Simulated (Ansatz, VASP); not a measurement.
AlNi: VASP beside Ansatz

POSCAR

```
AlNi
1.0
    1.8780696935     -1.8921125388      0.0000000000
    1.8780696935      1.8921125388      0.0000000000
    0.0000000000      0.0000000000      3.3027595847
Al Ni
1 1
Direct
    0.0000000000      0.0000000000      0.0000000000
    0.5000000000      0.5000000000      0.5000000000
```

Contents of INCAR.step1:

```
SYSTEM = AlNi
ALGO     = Normal         ! electronic algorithm
EDIFF    = 1E-4           ! SCF threshold, eV
ENCUT    = 520            ! plane-wave cutoff, eV
GGA      = PE             ! functional
ISMEAR   = 0              ! smearing method
LASPH    = .TRUE.         ! aspherical terms in the spheres
LCHARG   = .FALSE.        ! write CHGCAR
LREAL    = .FALSE.        ! projectors in reciprocal space
LWAVE    = .TRUE.         ! write WAVECAR
NBANDS   = 14             ! bands
NELM     = 100            ! most SCF steps
PREC     = Accurate       ! precision mode
SIGMA    = 0.15           ! smearing width, eV
```

File INCAR.step2:

```
SYSTEM = AlNi
ALGO     = Normal         ! electronic algorithm
EDIFF    = 1E-7           ! SCF threshold, eV
ENCUT    = 520            ! plane-wave cutoff, eV
ISIF     = 2              ! what is computed and relaxed
ISMEAR   = 0              ! smearing method
ISTART   = 1            
LASPH    = .TRUE.         ! aspherical terms in the spheres
LCHARG   = .TRUE.         ! write CHGCAR
LELF     = .TRUE.         ! ELF
LMIXTAU  = .TRUE.       
LREAL    = .FALSE.        ! projectors in reciprocal space
LVHAR    = .TRUE.       
LWAVE    = .FALSE.        ! write WAVECAR
METAGGA  = R2SCAN         ! meta-GGA
NBANDS   = 14             ! bands
NELM     = 100            ! most SCF steps
PREC     = Accurate       ! precision mode
SIGMA    = 0.15           ! smearing width, eV
```

KPOINTS

```
k-points
0
G
  20 20 18
  0 0 0
```

Input for Ansatz:

```yaml
crystal:
  lattice:
    - [1.8780696935, -1.8921125388, 0.0]
    - [1.8780696935, 1.8921125388, 0.0]
    - [0.0, 0.0, 3.3027595847]
  atoms:
    - { symbol: Al, position: [0.0, 0.0, 0.0] }
    - { symbol: Ni, position: [0.5, 0.5, 0.5] }
basis:
  ecutwfc: 500
kpoints:
  mp_grid: { grid: [20, 20, 18] }
hamiltonian:
  xc: r2scan
scf:
  occupations: { method: gaussian, width: 0.15 }
output:
  forces: true
  stress: true
  eigenvalues: true
```

Alike in both runs: task single point; functional r2SCAN; k mesh 20 × 20 × 18; occupations gaussian, width 0.15 eV; no spin polarisation.

|  | VASP | Ansatz |
| --- | --- | --- |
| version | VASP 6.6.1 | Ansatz 0.2.0 |
| potentials or method | VASP PAW PBE potentials, release 64 (Al, Ni), cutoff 520 eV | scalar-relativistic, plane waves, PAW |
| valence electrons in the cell | 13 | 21 |

VASP gave:

* gap on the k mesh at the Fermi level (eV): none
* pressure (GPa): 1.4
* traceless stress, the component that is largest in VASP (GPa): -7.30

Task: What did Ansatz give for the same quantities?

Result: gap on the k mesh at the Fermi level (eV): none; pressure (GPa): 1.5; traceless stress, the component that is largest in VASP (GPa): -7.02.

VASP's potentials were made for PBE, not for r2SCAN. A gap of «none» marks a metal or a gap that the smearing closes. With one functional, cell and mesh, what is left measures potentials, basis and numerics. VASP's potentials hold 13 valence electrons a cell and Ansatz's 21, so a difference there can come from the potentials and not from the codes.
